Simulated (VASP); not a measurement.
A run of VASP 6.6.1 is set up as follows.

Contents of INCAR:

```
SYSTEM = As
ALGO = Normal
EDIFF = 1E-6
ENCUT = 520
GGA = PS
ISIF = 2
ISMEAR = -1
LASPH = .True.
LCHARG = .False.
LREAL = .False.
LWAVE = .False.
NBANDS = 12
NELM = 80
PREC = Accurate
SIGMA = 0.08
```

File KPOINTS:

```
k-points
0
Gamma
  14 14 8
  0 0 0
```

The input POSCAR:

```
As
1.0
    2.9477861448      0.0000000000      0.0000000000
   -1.4738930724      2.5528576864      0.0000000000
    0.0000000000      0.0000000000      4.8906897916
As
2
Direct
    0.3333333333      0.6666666667      0.2500000000
    0.6666666667      0.3333333333      0.7500000000
```

Potentials or basis: VASP PAW PBE potentials, release 64 (As).

The run is started by

```bash
$ cat potpaw_PBE.64/As/POTCAR > POTCAR
$ mpirun -np 1 vasp_std > vasp.out
```

(1) What does it give for the band gap on the k mesh?

(2) What does it give for the pressure?

## Answers

(1) zero (band 5 reaches 12.01 eV, above the bottom of band 6 at 3.19 eV).

(2) 0.2 GPa.

Caveat: the PAW data sets were made with another functional, which shifts forces and pressure a little.
